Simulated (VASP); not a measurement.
A run of VASP 6.6.1 is set up as follows.

The input INCAR:

```
SYSTEM = Sr2Cd2SiGeS8
PREC = Accurate ; ENCUT = 520
EDIFF = 1E-6 ; ISMEAR = -1
SIGMA = 0.02 ; LREAL = .FALSE.
LASPH = .TRUE. ; NELM = 100
ALGO = Normal ; ISIF = 2
LWAVE = .FALSE. ; LCHARG = .FALSE.
GGA = PE ; IBRION = 2
NSW = 80 ; EDIFFG = -0.02
KPAR = 4
```

File KPOINTS:

```
regular mesh
0
G
  3 5 5
  0 0 0
```

File POSCAR:

```
Sr2Cd2SiGeS8
1.0
   10.2821000000      0.0000000000      0.0000000000
    0.0000000000      5.0775500000      3.1849500000
    0.0000000000     -5.0775500000      3.1849500000
Sr Cd Si Ge S
2 2 1 1 8
Direct
    0.0000000000      0.0018057550      0.0018057550
    0.5000000000      0.0018057550      0.0018057550
    0.7500000000      0.2740236527      0.6088187190
    0.2500000000      0.6088187190      0.2740236527
    0.7500000000      0.7065911703      0.2712236976
    0.2500000000      0.2712236976      0.7065911703
    0.4180532017      0.4642874547      0.9132238232
    0.5819467983      0.9132238232      0.4642874547
    0.0819467983      0.4642874547      0.9132238232
    0.9180532017      0.9132238232      0.4642874547
    0.7500000000      0.7130085423      0.9136826943
    0.2500000000      0.9136826943      0.7130085423
    0.7500000000      0.3255530290      0.1928044289
    0.2500000000      0.1928044289      0.3255530290
```

Potentials or basis: VASP PAW PBE potentials, release 64 (Sr_sv, Cd, Si, Ge_d, S).

Launch:

```bash
$ cat potpaw_PBE.64/Sr_sv/POTCAR potpaw_PBE.64/Cd/POTCAR potpaw_PBE.64/Si/POTCAR potpaw_PBE.64/Ge_d/POTCAR potpaw_PBE.64/S/POTCAR > POTCAR
$ mpirun -np 4 vasp_std > vasp.out
```

(1) What does it give for the energy gained by relaxing?

(2) Estimate the band gap on the k mesh.

## Answers

(1) 17.6 meV/atom.

(2) 2.67 eV.
